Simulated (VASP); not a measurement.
Ba, 1 atom in the cell. Symmetry: Fm-3m, No. 225, cubic system. Conventional cell: a = 6.422 Å, b = 6.422 Å, c = 6.422 Å, α = 90.00°, β = 90.00°, γ = 90.00°. 

* Program: VASP 6.6.1
* Task: single point
* Functional: LDA
* Potentials or basis: VASP PAW LDA potentials, release 64 (Ba_sv)
* Cutoff: 520 eV
* k mesh: 7 × 7 × 7
* Occupations: methfessel-paxton, width 0.05 eV
* Spin: no spin polarisation
* Dipole correction: no
* Further INCAR settings: ALGO = Fast; EDIFF = 1e-07; NBANDS = 11

Potentials or basis: VASP PAW LDA potentials, release 64 (Ba_sv).

The run is started by

```sh
$ cat potpaw_LDA.64/Ba_sv/POTCAR > POTCAR
$ mpirun -np 1 vasp_std > vasp.out
```

Hardware: 1 thread of Intel(R) Xeon(R) 6975P-C (Granite Rapids), with other jobs on the host.

Q: How long does it take, and how much memory?

A: Wall time 7.1 s on 1 thread of Intel(R) Xeon(R) 6975P-C (Granite Rapids) (shared host), peak memory 0.17 GiB. Counts: scf iterations 14, k points 20.
